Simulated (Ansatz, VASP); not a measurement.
**One calculation of Ga3Mo, two programs**

INCAR

```
ALGO = Fast
EDIFF = 1E-7
EDIFFG = -0.01
ENCUT = 600
GGA = PE
IBRION = 2
ISIF = 3
ISMEAR = 0
LASPH = T
LCHARG = F
LREAL = F
LWAVE = F
NELM = 60
NSW = 100
PREC = Accurate
SIGMA = 0.1
```

File KPOINTS:

```
k-points
0
Gamma
  12 12 12
```

The input POSCAR:

```
Ga3Mo
1.0
    3.9696923168      0.0000000000      0.0000000000
    0.0000000000      3.9696923168      0.0000000000
    0.0000000000      0.0000000000      3.9696923168
Ga Mo
3 1
Direct
    0.0000000000      0.5000000000      0.5000000000
    0.5000000000      0.0000000000      0.5000000000
    0.5000000000      0.5000000000      0.0000000000
    0.0000000000      0.0000000000      0.0000000000
```

Input for Ansatz:

```yaml
crystal:
  lattice:
    - [3.9696923168, 0.0, 0.0]
    - [0.0, 3.9696923168, 0.0]
    - [0.0, 0.0, 3.9696923168]
  atoms:
    - { symbol: Ga, position: [0.0, 0.5, 0.5] }
    - { symbol: Ga, position: [0.5, 0.0, 0.5] }
    - { symbol: Ga, position: [0.5, 0.5, 0.0] }
    - { symbol: Mo, position: [0.0, 0.0, 0.0] }
basis:
  ecutwfc: 420
kpoints:
  mp_grid: { grid: [12, 12, 12] }
hamiltonian:
  xc: pbe
scf:
  occupations: { method: gaussian, width: 0.1 }
output:
  forces: true
  stress: true
  eigenvalues: true
relax:
  adjacent_minimum: "off"
  f_tol: 0.01
  max_steps: 80
  cell: { stress_tol: 0.05 }
```

Alike in both runs: task relaxation of cell and atoms; functional PBE; k mesh 12 × 12 × 12; occupations gaussian, width 0.1 eV; no spin polarisation.

```csv
,VASP,Ansatz
version,VASP 6.6.1,Ansatz 0.2.0
potentials or method,"VASP PAW PBE potentials, release 64 (Ga_d, Mo_sv), cutoff 600 eV","scalar-relativistic, plane waves, PAW"
valence electrons in the cell,53,53
```

|  | VASP | Ansatz | Ansatz less VASP |
| --- | --- | --- | --- |
| gap on the k mesh at the Fermi level, each at its own relaxed structure (eV) | none | none | - |
| relaxed volume (Å³/atom) | 15.64 | 15.61 | -0.032 |
| relaxed length of the cell vector where the two differ most in proportion (Å) | 3.970 | 3.967 | -0.0027 |

A gap of «none» marks a metal or a gap that the smearing closes.

Noted on VASP's run: the relaxation stopped at its first step, so nothing moved.
